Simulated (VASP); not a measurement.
# HfN (I4/mmm) in VASP: further runs

HfN is run at these levels: PBEsol; tasks: electric field gradients.

Everything below comes from runs of VASP 6.6.1. Logs are shortened: lines on timing, memory, paths and dates and some standing lists are left out, and cuts for length are marked.

### Step 1. The cell of the first run

Symmetry: I4/mmm, No. 139, tetragonal system. Conventional cell: a = 3.195 Å, b = 3.195 Å, c = 4.428 Å, α = 90.00°, β = 90.00°, γ = 90.00°. Hf (site symmetry 4/mmm) has 6 N at 2.21 to 2.26 Å within 2.9 Å. Within 2.9 Å of N (site symmetry 4/mmm) lie 6 Hf at 2.21 to 2.26 Å.

### Step 2. Electric field gradients, PBEsol (zz strain of -2 %)

File INCAR:

```
SYSTEM = HfN
PREC = Accurate
ENCUT = 520
EDIFF = 1E-8
ISMEAR = -1
SIGMA = 0.01
LREAL = .False.
LASPH = .True.
NELM = 120
ALGO = Normal
ISIF = 2
LWAVE = .False.
LCHARG = .False.
GGA = PS
LEFG = .True.
NBANDS = 14
GGA_COMPAT = .False.
```

File KPOINTS:

```
regular mesh
0
Gamma
  10 10 10
  0 0 0
```

File POSCAR:

```
HfN
1.0
    0.0000000000      2.2590000000      2.2138200000
    2.2590000000      0.0000000000      2.2138200000
    2.2590000000      2.2590000000      0.0000000000
Hf N
1 1
Direct
    0.0000000000      0.0000000000      0.0000000000
    0.5000000000      0.5000000000      0.5000000000
```

Potentials or basis: VASP PAW PBE potentials, release 64 (Hf_pv, N).

The run is started by

```
cat potpaw_PBE.64/Hf_pv/POTCAR potpaw_PBE.64/N/POTCAR > POTCAR
mpirun -np 1 vasp_std > vasp.out
```

OUTCAR:

```text
SYSTEM = HfN
   PREC = Accurate
   ENCUT = 520
   EDIFF = 1E-8
   ISMEAR = -1
   LREAL = .False.
   LASPH = .True.
   NELM = 120
   ISIF = 2
   GGA = PS

 ion  position               nearest neighbor table
   1  0.000  0.000  0.000-   2 2.21   2 2.21   2 2.26   2 2.26   2 2.26   2 2.26
   2  0.500  0.500  0.500-   1 2.21   1 2.21   1 2.26   1 2.26   1 2.26   1 2.26

  LATTYP: Found a body centered tetragonal cell.
 ALAT       =     3.1947084374
 C/A-ratio  =     1.3859292911

  Lattice vectors:

 A1 = (   0.0000000000,  -2.2590000000,  -2.2138200000)
 A2 = (   0.0000000000,   2.2590000000,  -2.2138200000)
 A3 = (   2.2590000000,   0.0000000000,   2.2138200000)

Analysis of symmetry for initial positions (statically):
=====================================================================
 Subroutine PRICEL returns:
 Original cell was already a primitive cell.

 Routine SETGRP: Setting up the symmetry group for a
 body centered tetragonal supercell.

 Subroutine GETGRP returns: Found 16 space group operations
 (whereof 16 operations were pure point group operations)
 out of a pool of 16 trial point group operations.

The static configuration has the point symmetry D_4h.

Analysis of symmetry for dynamics (positions and initial velocities):
=====================================================================
 Subroutine PRICEL returns:
 Original cell was already a primitive cell.

 Routine SETGRP: Setting up the symmetry group for a
 body centered tetragonal supercell.

 Subroutine GETGRP returns: Found 16 space group operations
 (whereof 16 operations were pure point group operations)
 out of a pool of 16 trial point group operations.

The dynamic configuration has the point symmetry D_4h.

 Subroutine INISYM returns: Found 16 space group operations
 (whereof 16 operations are pure point group operations),
 and found     1 'primitive' translations

----------------------------------------------------------------------------------------

                                     Primitive cell

  volume of cell :      22.5946

  direct lattice vectors                    reciprocal lattice vectors
     0.000000000  2.259000000  2.213820000    -0.221336875  0.221336875  0.225853954
     2.259000000  0.000000000  2.213820000     0.221336875 -0.221336875  0.225853954
     2.259000000  2.259000000  0.000000000     0.221336875  0.221336875 -0.225853954

  length of vectors
     3.162922698  3.162922698  3.194708437     0.385992270  0.385992270  0.385992270

  position of ions in fractional coordinates (direct lattice)
     0.000000000  0.000000000  0.000000000
     0.500000000  0.500000000  0.500000000

  ion indices of the primitive-cell ions
   primitive index   ion index
                 1           1
                 2           2

----------------------------------------------------------------------------------------

 KPOINTS: regular mesh

Automatic generation of k-mesh.
 Grid dimensions read from file:
 generate k-points for:   10   10   10

 Generating k-lattice:

  Cartesian coordinates                     Fractional coordinates (reciprocal lattice)
    -0.022133687  0.022133687  0.022585395     0.100000000  0.000000000  0.000000000
     0.022133687 -0.022133687  0.022585395     0.000000000  0.100000000  0.000000000
     0.022133687  0.022133687 -0.022585395    -0.000000000 -0.000000000  0.100000000

  Length of vectors
     0.038599227  0.038599227  0.038599227

  Shift w.r.t. Gamma in fractional coordinates (k-lattice)
     0.000000000  0.000000000  0.000000000

 Subroutine IBZKPT returns following result:
 ===========================================

 Found    102 irreducible k-points:

 Following reciprocal coordinates:
            Coordinates               Weight
  0.000000  0.000000  0.000000      1.000000
  0.100000  0.000000  0.000000      8.000000
  0.200000  0.000000  0.000000      8.000000
  0.300000  0.000000  0.000000      8.000000
  0.400000  0.000000  0.000000      8.000000
  0.500000  0.000000  0.000000      4.000000
[... 16 lines left out ...]
  0.300000  0.300000  0.000000      2.000000
  0.400000  0.300000  0.000000      8.000000
 [... further k-points ...]
   k-points           NKPTS =    102   k-points in BZ     NKDIM =    102   number of bands    NBANDS=     14
   number of dos      NEDOS =    301   number of ions     NIONS =      2
   total plane-waves  NPLWV =  13824
   dimension x,y,z NGX =    24 NGY =   24 NGZ =   24
   dimension x,y,z NGXF=    48 NGYF=   48 NGZF=   48
   ions per type =               1   1
   NGX,Y,Z   is equivalent  to a cutoff of  12.61, 12.61, 12.49 a.u.
   NGXF,Y,Z  is equivalent  to a cutoff of  25.23, 25.23, 24.98 a.u.
 SYSTEM =  HfN
   PREC   = accura    normal or accurate (medium, high low for compatibility)
   ISTART =      0    job   : 0-new  1-cont  2-samecut
   ICHARG =      2    charge: 1-file 2-atom 10-const
   ISPIN  =      1    spin polarized calculation?
   LNONCOLLINEAR =      F non collinear calculations
   LSORBIT =      F    spin-orbit coupling
   LASPH  =      T    aspherical Exc in radial PAW
   ENCUT  =  520.0 eV  38.22 Ry    6.18 a.u.   5.88  5.88  5.94*2*pi/ulx,y,z
   NELM   =    120;   NELMIN=  2; NELMDL= -5     # of ELM steps
   EDIFF  = 0.1E-07   stopping-criterion for ELM
   LREAL  =      F    real-space projection
   EDIFFG = 0.1E-06   stopping-criterion for IOM
   NSW    =      0    number of steps for IOM
   IBRION =     -1    ionic relax: 0-MD 1-quasi-New 2-CG
   NFREE  =      0    steps in history (QN), initial steepest desc. (CG)
   ISIF   =      2    stress and relaxation
   ISYM   =      2    0-nonsym 1-usesym 2-fastsym
   POTIM  = 0.5000    time-step for ionic-motion
   TEBEG  =    0.0;   TEEND  =   0.0 temperature during run
   PSTRESS=    0.0 pullay stress
   NELECT =      15.0000    total number of electrons
   NUPDOWN=      -1.0000    fix difference up-down
   EMIN   =  10.00;   EMAX   =-10.00  energy-range for DOS
   EFERMI =   0.00;   METHOD = LEGACY
   ISMEAR =    -1;   SIGMA  =   0.01  broadening in eV -4-tet -1-fermi 0-gaus
   EFERMI_NEDOS =   21; number of points for ismear=-14 and -15
   IALGO  =     38    algorithm
   IMIX   =      4    mixing-type and parameters
     AMIX     =   0.40;   BMIX     =  1.00
     AMIX_MAG =   1.60;   BMIX_MAG =  1.00
  volume/ion in A,a.u.               =      11.30        76.24
  Fermi-wavevector in a.u.,A,eV,Ry     =   1.428139  2.698790 27.750165  2.039580
  Thomas-Fermi vector in A             =   2.548233
   LORBIT       =      0    0 simple, 1 ext, 2 COOP (PROOUT), +10 PAW based schemes
   GGA     = PS    functional components
   LHFCALC =     F    Hartree Fock is set to
   AEXX    =    0.0000 exact exchange contribution
   IVDW    =     0    specifies the selected vdW correction
   LEPSILON=     F    determine dielectric tensor
   LRPA    =     F    only Hartree local field effects (RPA)
 non-spin polarized calculation
  energy-cutoff  :      520.00
  volume of cell :       22.59
 maximum number of plane-waves:       620
   NGX = 11   NGY = 11   NGZ = 11

 number of electron      15.0000000 magnetization

 Free energy of the ion-electron system (eV)
  ---------------------------------------------------
  ext. energy  EPLUGINS =         0.00000000
  ---------------------------------------------------
  free energy    TOTEN  =       -22.97651455 eV

  energy without entropy =      -22.97604434  energy(sigma->0) =      -22.97627945

 E-fermi :   8.4183     XC(G=0): -12.9988

 val. band max:        8.4143286986   @ k =  -0.2000   0.4000   0.2000
 cond. band min:       8.4212650598   @ k =  -0.4000  -0.0000   0.3000
 fundamental gap:      0.0069363611
 Fermi energy:         8.4183425234

 k-point     1 :       0.0000    0.0000    0.0000
  band No.  band energies     occupation
      1     -22.6035      2.00000
      2     -22.6035      2.00000
      3     -22.5808      2.00000
      4      -9.1824      2.00000
      5       5.3321      2.00000
      6       5.3321      2.00000
      7       5.4477      2.00000
      8       7.9248      2.00000
      9       7.9248      2.00000
     10       8.1510      2.00000
     11      10.0603      0.00000
     12      10.2171      0.00000
     13      10.8665      0.00000
     14      17.9713      0.00000

 k-point     2 :       0.1000    0.0000    0.0000
  band No.  band energies     occupation
      1     -22.7071      2.00000
      2     -22.6140      2.00000
      3     -22.5953      2.00000
      4      -8.9403      2.00000
      5       4.4214      2.00000
      6       4.7628      2.00000
      7       4.8481      2.00000
      8       8.2100      2.00000
      9       8.2783      2.00000
     10       8.4295      0.49436
     11      10.8040      0.00000
     12      10.9737      0.00000
     13      11.6016      0.00000
     14      18.7602      0.00000

 k-point     3 :       0.2000    0.0000    0.0000
  band No.  band energies     occupation
      1     -22.9837      2.00000
      2     -22.6414      2.00000
      3     -22.6157      2.00000
      4      -8.2906      2.00000
      5       2.7226      2.00000
      6       3.7409      2.00000
      7       3.8059      2.00000
      8       8.6428      0.00000
      9       9.1457      0.00000
     10       9.2088      0.00000
     11      12.3523      0.00000
     12      12.6753      0.00000
     13      13.2523      0.00000
     14      20.6459      0.00000
[... 324 lines left out ...]
 k-point    23 :       0.3000    0.3000    0.0000
  band No.  band energies     occupation
      1     -23.2085      2.00000
      2     -22.8376      2.00000
      3     -22.8376      2.00000
      4      -7.7524      2.00000
      5       1.4816      2.00000
      6       4.4098      2.00000
      7       4.4098      2.00000
      8       5.3642      2.00000
      9      11.6326      0.00000
     10      12.1074      0.00000
     11      12.7146      0.00000
     12      12.7146      0.00000
     13      18.0246      0.00000
     14      20.7175      0.00000

 k-point    24 :       0.4000    0.3000    0.0000
  band No.  band energies     occupation
      1     -23.3287      2.00000
      2     -22.8989      2.00000
      3     -22.8752      2.00000
      4      -7.6727      2.00000
      5       1.7577      2.00000
      6       3.6806      2.00000
      7       4.1698      2.00000
      8       5.7949      2.00000
      9      12.5086      0.00000
     10      13.0446      0.00000
     11      13.3634      0.00000
     12      13.3778      0.00000
     13      18.1038      0.00000
     14      20.1122      0.00000

 [... further k-points ...]
[... 5 lines left out ...]
  --------------------------------------------------------------------------------------
  -------------------------------------------------------------------------------------
  Total       -0.3274715     -0.3274715      0.9906802      0.0000000      0.0000000      0.0000000
  in kB      -23.2209118    -23.2209118     70.2488633      0.0000000      0.0000000      0.0000000
  external PRESSURE =       7.9356799 kB  Pullay stress =       0.0000000 kB

 VOLUME and BASIS-vectors are now :
 -----------------------------------------------------------------------------
  energy-cutoff  :      520.00
  volume of cell :       22.59
      direct lattice vectors                 reciprocal lattice vectors
     0.000000000  2.259000000  2.213820000    -0.221336875  0.221336875  0.225853954
     2.259000000  0.000000000  2.213820000     0.221336875 -0.221336875  0.225853954
     2.259000000  2.259000000  0.000000000     0.221336875  0.221336875 -0.225853954

 POSITION                                       TOTAL-FORCE (eV/Angst)
 -----------------------------------------------------------------------------------
      0.00000      0.00000      0.00000        -0.000000      0.000000      0.000000
      2.25900      2.25900      2.21382         0.000000     -0.000000      0.000000
 -----------------------------------------------------------------------------------
    total drift:                                0.000000     -0.000000     -0.000000

  FREE ENERGIE OF THE ION-ELECTRON SYSTEM (eV)
  ---------------------------------------------------
  free  energy   TOTEN  =       -22.9765145526 eV

  energy  without entropy=      -22.9760443405  energy(sigma->0) =      -22.97627945

 Electric field gradients (V/A^2)
---------------------------------------------------------------------
 ion       V_xx      V_yy      V_zz      V_xy      V_xz      V_yz
---------------------------------------------------------------------
   1      40.673    40.673   -81.345    -0.000    -0.001    -0.001
   2       3.898     3.898    -7.795     0.001     0.001     0.001
---------------------------------------------------------------------

 Electric field gradients after diagonalization (V/A^2)
 (convention: |V_zz| > |V_xx| > |V_yy|)
----------------------------------------------------------------------
 ion       V_xx      V_yy      V_zz     asymmetry (V_yy - V_xx)/ V_zz
----------------------------------------------------------------------
   1      40.673    40.673   -81.345       0.000
   2       3.898     3.897    -7.795       0.000
----------------------------------------------------------------------

           NMR quadrupolar parameters

 Cq : quadrupolar parameter    Cq=e*Q*V_zz/h
 eta: asymmetry parameters     (V_yy - V_xx)/ V_zz
 Q  : nuclear electric quadrupole moment in mb (millibarn)
----------------------------------------------------------------------
 ion       Cq(MHz)       eta       Q (mb)
----------------------------------------------------------------------
   1      -0.197       0.000       1.000
   2      -0.019       0.000       1.000
----------------------------------------------------------------------
```

Wall time 23 s (1 thread of Intel Xeon Platinum 8259CL at 2.50GHz (Skylake/Cascade Lake), shared host); peak memory 0.16 GiB.

Results:

- Free energy: -22.9765 eV
- Pressure: 0.8 GPa

Electric field gradients, principal values (V/Å²):
| atom | least | middle | greatest (by size) |
| --- | --- | --- | --- |
| 1 Hf | 40.673 | 40.673 | -81.345 |
| 2 N | 3.897 | 3.898 | -7.795 |

Caveat: the cell differs from its parent crystal (zz strain of -2 %); without QUAD_EFG the Cq values of the log hold for a quadrupole moment of 1 mb, not for the nuclei; the PAW data sets were made with another functional, which shifts forces and pressure a little; spin-orbit coupling is left out, which moves the levels of the heavy elements.

### Step 3. Electric field gradients, PBEsol (zz strain of +1 %)

File INCAR:

```
SYSTEM = HfN
PREC = Accurate ; ENCUT = 520
EDIFF = 1E-8 ; ISMEAR = -1
SIGMA = 0.01 ; LREAL = .FALSE.
LASPH = .TRUE. ; NELM = 120
ALGO = Normal ; ISIF = 2
LWAVE = .FALSE. ; LCHARG = .FALSE.
GGA = PS ; LEFG = .TRUE.
NBANDS = 14 ; GGA_COMPAT = .FALSE.
```

File KPOINTS:

```
regular mesh
0
G
  10 10 10
  0 0 0
```

File POSCAR:

```
HfN
1.0
    0.0000000000      2.2590000000      2.2815900000
    2.2590000000      0.0000000000      2.2815900000
    2.2590000000      2.2590000000      0.0000000000
Hf N
1 1
Direct
    0.0000000000      0.0000000000      0.0000000000
    0.5000000000      0.5000000000      0.5000000000
```

Potentials or basis: VASP PAW PBE potentials, release 64 (Hf_pv, N).

The run is started by

```
cat potpaw_PBE.64/Hf_pv/POTCAR potpaw_PBE.64/N/POTCAR > POTCAR
mpirun -np 1 vasp_std > vasp.out
```

OUTCAR:

```text
SYSTEM = HfN
   PREC = Accurate
   ENCUT = 520
   EDIFF = 1E-8
   ISMEAR = -1
   LREAL = .FALSE.
   LASPH = .TRUE.
   NELM = 120
   ISIF = 2
   GGA = PS

 ion  position               nearest neighbor table
   1  0.000  0.000  0.000-   2 2.26   2 2.26   2 2.26   2 2.26   2 2.28   2 2.28
   2  0.500  0.500  0.500-   1 2.26   1 2.26   1 2.26   1 2.26   1 2.28   1 2.28

  LATTYP: Found a body centered tetragonal cell.
 ALAT       =     3.1947084374
 C/A-ratio  =     1.4283556980

  Lattice vectors:

[... 621 lines left out ...]
  ---------------------------------------------------
  free  energy   TOTEN  =       -22.9681013547 eV

  energy  without entropy=      -22.9676775666  energy(sigma->0) =      -22.96788946

 Electric field gradients (V/A^2)
---------------------------------------------------------------------
 ion       V_xx      V_yy      V_zz      V_xy      V_xz      V_yz
---------------------------------------------------------------------
   1     -17.849   -17.849    35.698    -0.001    -0.000    -0.000
   2      -1.785    -1.785     3.569     0.001     0.001     0.001
---------------------------------------------------------------------

 Electric field gradients after diagonalization (V/A^2)
 (convention: |V_zz| > |V_xx| > |V_yy|)
----------------------------------------------------------------------
 ion       V_xx      V_yy      V_zz     asymmetry (V_yy - V_xx)/ V_zz
----------------------------------------------------------------------
   1     -17.850   -17.849    35.698       0.000
   2      -1.786    -1.783     3.569       0.001
----------------------------------------------------------------------

           NMR quadrupolar parameters

 Cq : quadrupolar parameter    Cq=e*Q*V_zz/h
 eta: asymmetry parameters     (V_yy - V_xx)/ V_zz
 Q  : nuclear electric quadrupole moment in mb (millibarn)
----------------------------------------------------------------------
 ion       Cq(MHz)       eta       Q (mb)
----------------------------------------------------------------------
   1       0.086       0.000       1.000
   2       0.009       0.001       1.000
----------------------------------------------------------------------
```

Wall time 21 s (1 thread of Intel Xeon Platinum 8259CL at 2.50GHz (Skylake/Cascade Lake), shared host); peak memory 0.16 GiB.

Results:

* Free energy: -22.9681 eV
* Pressure: -7.7 GPa

Electric field gradients, principal values (V/Å²):
```
atom    least   middle  greatest (by size)
1 Hf  -17.849  -17.850              35.698
 2 N   -1.783   -1.786               3.569
```

Caveat: the cell differs from its parent crystal (zz strain of +1 %); without QUAD_EFG the Cq values of the log hold for a quadrupole moment of 1 mb, not for the nuclei; the PAW data sets were made with another functional, which shifts forces and pressure a little; spin-orbit coupling is left out, which moves the levels of the heavy elements.

[end of part 1 of 2]
